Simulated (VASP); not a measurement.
# HfC (Fm-3m) in VASP: single point with PBEsol+D3(BJ)

Aim: the single point of HfC with PBEsol+D3(BJ).

Program: VASP 6.6.1. These are calculated values, not measurements. Logs are shortened: lines on timing, memory, paths and dates and some standing lists are left out, and cuts for length are marked.

**1. The cell of the first run**

Symmetry: Fm-3m, No. 225, cubic system. Conventional cell: a = 4.650 Å, b = 4.650 Å, c = 4.650 Å, α = 90.00°, β = 90.00°, γ = 90.00°. Within 3.1 Å of Hf (site symmetry m-3m) lie 6 C at 2.33 Å. C (site symmetry m-3m) has 6 Hf at 2.33 Å within 3.1 Å.

**2. Single point, PBEsol+D3(BJ)**

File INCAR:

```
PREC = Accurate
ENCUT = 600
EDIFF = 1E-6
ISMEAR = -1
SIGMA = 0.3
LREAL = F
LASPH = T
NELM = 120
ALGO = Normal
ISIF = 2
LWAVE = F
LCHARG = F
GGA = PS
IVDW = 12
NBANDS = 14
GGA_COMPAT = F
```

File KPOINTS:

```
Automatic mesh
0
Gamma
  9 9 9
```

File POSCAR:

```
HfC
1.0
    0.0000000000      2.3250000000      2.3250000000
    2.3250000000      0.0000000000      2.3250000000
    2.3250000000      2.3250000000      0.0000000000
Hf C
1 1
Direct
    0.5000000000      0.5000000000      0.5000000000
    0.0000000000      0.0000000000      0.0000000000
```

Potentials or basis: VASP PAW PBE potentials, release 64 (Hf_pv, C).

On the command line:

```sh
$ cat potpaw_PBE.64/Hf_pv/POTCAR potpaw_PBE.64/C/POTCAR > POTCAR
$ mpirun -np 1 vasp_std > vasp.out
```

OUTCAR:

```text
PREC = Accurate
   ENCUT = 600
   EDIFF = 1E-6
   ISMEAR = -1
   LREAL = F
   LASPH = T
   NELM = 120
   ISIF = 2
   GGA = PS
   IVDW = 12
 IVDW          = 12

 ion  position               nearest neighbor table
   1  0.500  0.500  0.500-   2 2.33   2 2.33   2 2.33   2 2.33   2 2.33   2 2.33
   2  0.000  0.000  0.000-   1 2.33   1 2.33   1 2.33   1 2.33   1 2.33   1 2.33

  LATTYP: Found a face centered cubic cell.
 ALAT       =     4.6500000000

  Lattice vectors:

 A1 = (   0.0000000000,   2.3250000000,   2.3250000000)
 A2 = (   2.3250000000,   0.0000000000,   2.3250000000)
 A3 = (   2.3250000000,   2.3250000000,   0.0000000000)

Analysis of symmetry for initial positions (statically):
=====================================================================
 Subroutine PRICEL returns:
 Original cell was already a primitive cell.

 Routine SETGRP: Setting up the symmetry group for a
 face centered cubic supercell.

 Subroutine GETGRP returns: Found 48 space group operations
 (whereof 48 operations were pure point group operations)
 out of a pool of 48 trial point group operations.

The static configuration has the point symmetry O_h .

Analysis of symmetry for dynamics (positions and initial velocities):
=====================================================================
 Subroutine PRICEL returns:
 Original cell was already a primitive cell.

 Routine SETGRP: Setting up the symmetry group for a
 face centered cubic supercell.

 Subroutine GETGRP returns: Found 48 space group operations
 (whereof 48 operations were pure point group operations)
 out of a pool of 48 trial point group operations.

The dynamic configuration has the point symmetry O_h .

 Subroutine INISYM returns: Found 48 space group operations
 (whereof 48 operations are pure point group operations),
 and found     1 'primitive' translations

----------------------------------------------------------------------------------------

                                     Primitive cell

  volume of cell :      25.1362

  direct lattice vectors                    reciprocal lattice vectors
     0.000000000  2.325000000  2.325000000    -0.215053763  0.215053763  0.215053763
     2.325000000  0.000000000  2.325000000     0.215053763 -0.215053763  0.215053763
     2.325000000  2.325000000  0.000000000     0.215053763  0.215053763 -0.215053763

  length of vectors
     3.288046533  3.288046533  3.288046533     0.372484045  0.372484045  0.372484045

  position of ions in fractional coordinates (direct lattice)
     0.500000000  0.500000000  0.500000000
     0.000000000  0.000000000  0.000000000

  ion indices of the primitive-cell ions
   primitive index   ion index
                 1           1
                 2           2

----------------------------------------------------------------------------------------

 KPOINTS: Automatic mesh

Automatic generation of k-mesh.
 Grid dimensions read from file:
 generate k-points for:    9    9    9

 Generating k-lattice:

  Cartesian coordinates                     Fractional coordinates (reciprocal lattice)
    -0.023894863  0.023894863  0.023894863     0.111111111  0.000000000  0.000000000
     0.023894863 -0.023894863  0.023894863     0.000000000  0.111111111  0.000000000
     0.023894863  0.023894863 -0.023894863     0.000000000  0.000000000  0.111111111

  Length of vectors
     0.041387116  0.041387116  0.041387116

  Shift w.r.t. Gamma in fractional coordinates (k-lattice)
     0.000000000  0.000000000  0.000000000

 Subroutine IBZKPT returns following result:
 ===========================================

 Found     35 irreducible k-points:

 Following reciprocal coordinates:
            Coordinates               Weight
  0.000000  0.000000  0.000000      1.000000
  0.111111  0.000000  0.000000      8.000000
  0.222222  0.000000  0.000000      8.000000
  0.333333  0.000000  0.000000      8.000000
  0.444444  0.000000  0.000000      8.000000
  0.111111  0.111111  0.000000      6.000000
[... 16 lines left out ...]
 -0.333333  0.333333  0.000000     12.000000
  0.444444  0.444444  0.000000      6.000000
 [... further k-points ...]
   k-points           NKPTS =     35   k-points in BZ     NKDIM =     35   number of bands    NBANDS=     14
   number of dos      NEDOS =    301   number of ions     NIONS =      2
   total plane-waves  NPLWV =  21952
   dimension x,y,z NGX =    28 NGY =   28 NGZ =   28
   dimension x,y,z NGXF=    56 NGYF=   56 NGZF=   56
   ions per type =               1   1
   NGX,Y,Z   is equivalent  to a cutoff of  14.16, 14.16, 14.16 a.u.
   NGXF,Y,Z  is equivalent  to a cutoff of  28.31, 28.31, 28.31 a.u.
 SYSTEM =  unknown system
   PREC   = accura    normal or accurate (medium, high low for compatibility)
   ISTART =      0    job   : 0-new  1-cont  2-samecut
   ICHARG =      2    charge: 1-file 2-atom 10-const
   ISPIN  =      1    spin polarized calculation?
   LNONCOLLINEAR =      F non collinear calculations
   LSORBIT =      F    spin-orbit coupling
   LASPH  =      T    aspherical Exc in radial PAW
   ENCUT  =  600.0 eV  44.10 Ry    6.64 a.u.   6.57  6.57  6.57*2*pi/ulx,y,z
   NELM   =    120;   NELMIN=  2; NELMDL= -5     # of ELM steps
   EDIFF  = 0.1E-05   stopping-criterion for ELM
   LREAL  =      F    real-space projection
   EDIFFG = 0.1E-04   stopping-criterion for IOM
   NSW    =      0    number of steps for IOM
   IBRION =     -1    ionic relax: 0-MD 1-quasi-New 2-CG
   NFREE  =      0    steps in history (QN), initial steepest desc. (CG)
   ISIF   =      2    stress and relaxation
   ISYM   =      2    0-nonsym 1-usesym 2-fastsym
   POTIM  = 0.5000    time-step for ionic-motion
   TEBEG  =    0.0;   TEEND  =   0.0 temperature during run
   PSTRESS=    0.0 pullay stress
   NELECT =      14.0000    total number of electrons
   NUPDOWN=      -1.0000    fix difference up-down
   EMIN   =  10.00;   EMAX   =-10.00  energy-range for DOS
   EFERMI =   0.00;   METHOD = LEGACY
   ISMEAR =    -1;   SIGMA  =   0.30  broadening in eV -4-tet -1-fermi 0-gaus
   EFERMI_NEDOS =   21; number of points for ismear=-14 and -15
   IALGO  =     38    algorithm
   IMIX   =      4    mixing-type and parameters
     AMIX     =   0.40;   BMIX     =  1.00
     AMIX_MAG =   1.60;   BMIX_MAG =  1.00
  volume/ion in A,a.u.               =      12.57        84.81
  Fermi-wavevector in a.u.,A,eV,Ry     =   1.346949  2.545365 24.684672  1.814272
  Thomas-Fermi vector in A             =   2.474740
   LORBIT       =      0    0 simple, 1 ext, 2 COOP (PROOUT), +10 PAW based schemes
   GGA     = PS    functional components
   LHFCALC =     F    Hartree Fock is set to
   AEXX    =    0.0000 exact exchange contribution
   IVDW    =    12    specifies the selected vdW correction
   LEPSILON=     F    determine dielectric tensor
   LRPA    =     F    only Hartree local field effects (RPA)
 non-spin polarized calculation
  energy-cutoff  :      600.00
  volume of cell :       25.14
 maximum number of plane-waves:       869
 NGX is ok and might be reduce to    28
   NGX = 13   NGY = 13   NGZ = 13

 number of electron      14.0000000 magnetization

 Free energy of the ion-electron system (eV)
  ---------------------------------------------------
  ext. energy  EPLUGINS =         0.00000000
  ---------------------------------------------------
  free energy    TOTEN  =       -22.22889294 eV

  energy without entropy =      -22.11556403  energy(sigma->0) =      -22.17222848

 E-fermi :   5.8203     XC(G=0): -12.4213

 val. band max:        5.6744643844   @ k =   0.4444   0.4444   0.0000
 cond. band min:       5.8716376229   @ k =   0.1111   0.1111   0.0000
 fundamental gap:      0.1971732385
 Fermi energy:         5.8202588523

 k-point     1 :       0.0000    0.0000    0.0000
  band No.  band energies     occupation
      1     -23.6886      2.00000
      2     -23.6886      2.00000
      3     -23.6886      2.00000
      4      -6.4900      2.00000
      5       6.8212      0.06867
      6       6.8212      0.06867
      7       6.8212      0.06867
      8       7.1532      0.02324
      9       7.1532      0.02324
     10       7.1532      0.02324
     11       9.1715      0.00003
     12       9.1715      0.00003
     13      12.6288      0.00000
     14      16.7522      0.00000

 k-point     2 :       0.1111    0.0000    0.0000
  band No.  band energies     occupation
      1     -23.7739      2.00000
      2     -23.6969      2.00000
      3     -23.6969      2.00000
      4      -6.1803      2.00000
      5       5.2356      1.75063
      6       5.6732      1.24030
      7       5.6732      1.24030
      8       7.6309      0.00477
      9       7.6309      0.00477
     10       8.0109      0.00135
     11      10.4835      0.00000
     12      10.4835      0.00000
     13      13.2918      0.00000
     14      17.6030      0.00000

 k-point     3 :       0.2222    0.0000    0.0000
  band No.  band energies     occupation
      1     -23.9831      2.00000
      2     -23.7176      2.00000
      3     -23.7176      2.00000
      4      -5.3278      2.00000
      5       3.2490      1.99962
      6       4.3322      1.98607
      7       4.3322      1.98607
      8       8.5256      0.00024
      9       8.5256      0.00024
     10       8.6001      0.00019
     11      12.7508      0.00000
     12      12.7508      0.00000
     13      14.5603      0.00000
     14      19.4026      0.00000
[... 324 lines left out ...]
 k-point    23 :      -0.3333    0.3333    0.0000
  band No.  band energies     occupation
      1     -24.1425      2.00000
      2     -24.1176      2.00000
      3     -23.8302      2.00000
      4      -3.5631      2.00000
      5       1.4828      2.00000
      6       3.0577      1.99980
      7       3.6317      1.99864
      8       8.5964      0.00019
      9      10.9240      0.00000
     10      11.5508      0.00000
     11      13.5006      0.00000
     12      15.6465      0.00000
     13      17.7610      0.00000
     14      19.1075      0.00000

 k-point    24 :       0.4444    0.4444    0.0000
  band No.  band energies     occupation
      1     -24.2737      2.00000
      2     -23.9165      2.00000
      3     -23.9165      2.00000
      4      -4.5383      2.00000
      5       2.9907      1.99984
      6       4.0474      1.99459
      7       5.6745      1.23832
      8       5.6745      1.23832
      9      11.0323      0.00000
     10      12.5252      0.00000
     11      12.5252      0.00000
     12      14.4041      0.00000
     13      15.1620      0.00000
     14      18.3430      0.00000

 [... further k-points ...]

------------------------ aborting loop because EDIFF is reached ----------------------------------------

 Edisp (eV)   -0.72928

 E8    (eV) :    -0.5160

  FORCE on cell =-STRESS in cart. coord.  units (eV):
  Direction    XX          YY          ZZ          XY          YZ          ZX
  --------------------------------------------------------------------------------------
  -------------------------------------------------------------------------------------
  Total      -1.81521    -1.81521    -1.81521    -0.00000    -0.00000     0.00000
  in kB    -115.70152  -115.70152  -115.70152    -0.00000    -0.00000     0.00000
  external pressure =     -115.70 kB  Pullay stress =        0.00 kB

 VOLUME and BASIS-vectors are now :
 -----------------------------------------------------------------------------
  energy-cutoff  :      600.00
  volume of cell :       25.14
      direct lattice vectors                 reciprocal lattice vectors
     0.000000000  2.325000000  2.325000000    -0.215053763  0.215053763  0.215053763
     2.325000000  0.000000000  2.325000000     0.215053763 -0.215053763  0.215053763
     2.325000000  2.325000000  0.000000000     0.215053763  0.215053763 -0.215053763

 POSITION                                       TOTAL-FORCE (eV/Angst)
 -----------------------------------------------------------------------------------
      2.32500      2.32500      2.32500        -0.000000     -0.000000      0.000000
      0.00000      0.00000      0.00000         0.000000      0.000000     -0.000000
 -----------------------------------------------------------------------------------
    total drift:                                0.000000      0.000000      0.000000

  FREE ENERGIE OF THE ION-ELECTRON SYSTEM (eV)
  ---------------------------------------------------
  free  energy   TOTEN  =       -22.9581764409 eV

  energy  without entropy=      -22.8448475298  energy(sigma->0) =      -22.90151199
```

Run time: 16 s. Hardware: 1 thread of Intel Xeon 6975P-C, shared host; peak memory 0.17 GiB.

Results:

- Free energy: -22.9582 eV
- Pressure: -11.6 GPa
- Band gap on the k mesh: zero (band 7 reaches 6.82 eV, above the bottom of band 8 at 5.45 eV)
- Dispersion energy per atom: -0.365 eV

Levels at points of the mesh, in eV from the Fermi level:
| k point | band 4 | band 5 | band 6 | band 7 | band 8 | band 9 | band 10 | band 11 |
| --- | --- | --- | --- | --- | --- | --- | --- | --- |
| (0.00, 0.00, 0.00) | -12.31 | 1.00 | 1.00 | 1.00 | 1.33 | 1.33 | 1.33 | 3.35 |

Caveat: three body term missing; the PAW data sets were made with another functional, which shifts forces and pressure a little; spin-orbit coupling is left out, which moves the levels of the heavy elements; pairwise dispersion overbinds metals, which lowers pressure and volume.
